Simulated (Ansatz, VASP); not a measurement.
CuO: VASP beside Ansatz

Contents of INCAR:

```
SYSTEM = CuO
ALGO = Normal
EDIFF = 1E-7
ENCUT = 520
GGA = PE
ISIF = 2
ISMEAR = -1
LASPH = .TRUE.
LCHARG = .TRUE.
LELF = .TRUE.
LREAL = .FALSE.
LVHAR = .TRUE.
LWAVE = .FALSE.
NBANDS = 16
NELM = 80
PREC = Accurate
SIGMA = 0.05
```

Contents of KPOINTS:

```
k-points
0
G
  8 8 8
  0 0 0
```

The input POSCAR:

```
CuO
1.0
    0.0000000000      2.3272527300      2.2807076754
    2.3272527300      0.0000000000      2.2807076754
    2.3272527300      2.3272527300      0.0000000000
Cu O
1 1
Direct
    0.0000000000      0.0000000000      0.0000000000
    0.2500000000      0.2500000000      0.2500000000
```

Contents of input.yaml:

```yaml
crystal:
  lattice:
    - [0.0, 2.32725273, 2.2807076754]
    - [2.32725273, 0.0, 2.2807076754]
    - [2.32725273, 2.32725273, 0.0]
  atoms:
    - { symbol: Cu, position: [0.0, 0.0, 0.0] }
    - { symbol: O, position: [0.25, 0.25, 0.25] }
hamiltonian:
  xc: pbe
  pseudopotentials: { kind: paw }
kpoints:
  mp_grid: { grid: [8, 8, 8] }
  band_path:
    path:
      - [[0.0, 0.0, 0.0], [0.0, 0.5, 0.5], [0.2603082049, 0.5, 0.7603082049], [0.3801541025, 0.3801541025, 0.7603082049], [0.0, 0.0, 0.0], [-0.5, -0.5, 0.0], [-0.3801541025, -0.3801541025, 0.2396917951], [0.0, 0.0, 0.5], [-0.25, 0.25, 0.5], [-0.5, -0.2603082049, 0.2396917951], [-0.5, -0.5, 0.0]]
      - [[0.0, 0.5, 0.5], [-0.25, 0.25, 0.5]]
    npoints: 14
scf:
  occupations: { method: fermi_dirac, width: 0.05 }
  n_extra_bands: 6
output:
  forces: true
  stress: true
  eigenvalues: true
  fatbands: false
```

Alike in both runs: functional PBE; k mesh 8 × 8 × 8; occupations fermi-dirac, width 0.05 eV; no spin polarisation.

```csv
,VASP,Ansatz
version,VASP 6.6.1,Ansatz 0.2.0
potentials or method,"VASP PAW PBE potentials, release 64 (Cu, O)",Ansatz PAW
plane-wave cutoff (eV),520,420
valence electrons in the cell,17,25
task,single point,band structure
```

|  | VASP | Ansatz | Ansatz less VASP |
| --- | --- | --- | --- |
| gap on the k mesh at the Fermi level (eV) | none | none | - |
| pressure (GPa) | -7.3 | -7.8 | -0.49 |
| traceless stress, the component that is largest in VASP (GPa) | 0.36 | 0.37 | +0.018 |

A gap of «none» marks a metal or a gap that the smearing closes. VASP's potentials hold 17 valence electrons a cell and Ansatz's 25, so a difference there can come from the potentials and not from the codes.
